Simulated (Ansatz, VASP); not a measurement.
# One calculation of NaCl, two programs

```
Na Cl
1.0
     0.00000    2.98939    2.54098
     2.98939    0.00000    2.54098
     2.98939    2.98939    0.00000
Na Cl
1 1
Direct
  0.00000 0.00000 0.00000
  0.50000 0.50000 0.50000
```

Alike in both runs: task single point; functional PBE; k mesh 8 × 8 × 8; occupations gaussian, width 0.05 eV; no spin polarisation.

|  | VASP | Ansatz |
| --- | --- | --- |
| version | VASP 6.6.1 | Ansatz 0.2.0 |
| potentials or method | VASP PAW PBE potentials, release 64 (Na_pv, Cl), cutoff 520 eV | scalar-relativistic, plane waves, PAW |
| valence electrons in the cell | 14 | 16 |

```tsv
	VASP	Ansatz	Ansatz less VASP
gap on the k mesh at the Fermi level (eV)	5.03	5.03	0.000
least direct gap on the mesh (eV)	5.03	5.03	0.000
pressure (GPa)	2.3	2.3	+0.01
traceless stress, the component that is largest in VASP (GPa)	6.34	6.27	-0.073
```

The functional is the same, so the differences come from potentials, cutoffs and numerics. VASP's potentials hold 14 valence electrons a cell and Ansatz's 16, so a difference there can come from the potentials and not from the codes.
